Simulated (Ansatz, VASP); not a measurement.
**AlN in VASP and in Ansatz**

The input INCAR:

```
SYSTEM = AlN
PREC     = Accurate       ! precision mode
ENCUT    = 520            ! plane-wave cutoff, eV
EDIFF    = 1E-6           ! SCF threshold, eV
ISMEAR   = -1             ! smearing method
SIGMA    = 0.05           ! smearing width, eV
LREAL    = .False.        ! projectors in reciprocal space
LASPH    = .True.         ! aspherical terms in the spheres
NELM     = 60             ! most SCF steps
ALGO     = Normal         ! electronic algorithm
ISIF     = 2              ! what is computed and relaxed
LWAVE    = .False.        ! write WAVECAR
LCHARG   = .True.         ! write CHGCAR
GGA      = CA             ! functional
LELF     = .True.         ! ELF
LVHAR    = .True.       
NBANDS   = 16             ! bands
```

File KPOINTS:

```
regular mesh
0
Gamma
  10 10 6
  0 0 0
```

Contents of POSCAR:

```
AlN
1.0
    3.0921067530      0.0000000000      0.0000000000
   -1.5460533765      2.6778429994      0.0000000000
    0.0000000000      0.0000000000      4.9475694625
Al N
2 2
Direct
    0.6666666667      0.3333333333      0.5000000000
    0.3333333333      0.6666666667      0.0000000000
    0.6666666667      0.3333333333      0.8800000000
    0.3333333333      0.6666666667      0.3800000000
```

Contents of input.yaml:

```yaml
crystal:
  lattice:
    - [3.092106753, 0.0, 0.0]
    - [-1.5460533765, 2.6778429994, 0.0]
    - [0.0, 0.0, 4.9475694625]
  atoms:
    - { symbol: Al, position: [0.6666666667, 0.3333333333, 0.5] }
    - { symbol: Al, position: [0.3333333333, 0.6666666667, 0.0] }
    - { symbol: "N", position: [0.6666666667, 0.3333333333, 0.88] }
    - { symbol: "N", position: [0.3333333333, 0.6666666667, 0.38] }
hamiltonian:
  xc: lda
  pseudopotentials: { kind: paw }
kpoints:
  mp_grid: { grid: [10, 10, 6] }
scf:
  occupations: { method: fermi_dirac, width: 0.05 }
output:
  forces: true
  stress: true
  eigenvalues: true
```

Alike in both runs: task single point; functional LDA; k mesh 10 × 10 × 6; occupations fermi-dirac, width 0.05 eV; no spin polarisation.

```csv
,VASP,Ansatz
version,VASP 6.6.1,Ansatz 0.2.0
potentials or method,"VASP PAW LDA potentials, release 64 (Al, N)",Ansatz PAW
plane-wave cutoff (eV),520,420
valence electrons in the cell,16,16
```

Ansatz gave:

```
gap on the k mesh at the Fermi level (eV)                     : 4.42
least direct gap on the mesh (eV)                             : 4.42
pressure (GPa)                                                : -0.6
traceless stress, the component that is largest in VASP (GPa) : 1.04
rms of the force components (eV/Å)                            : 0.076
```

**Question.** What did VASP give for the same quantities?

**Answer.** gap on the k mesh at the Fermi level (eV): 4.43; least direct gap on the mesh (eV): 4.43; pressure (GPa): 0.0; traceless stress, the component that is largest in VASP (GPa): 1.07; rms of the force components (eV/Å): 0.078.

LDA's correlation is that of Perdew and Zunger in VASP and of Perdew and Wang (1992) in Ansatz. Atom by atom the forces differ by 0.002 eV/Å (rms over components).
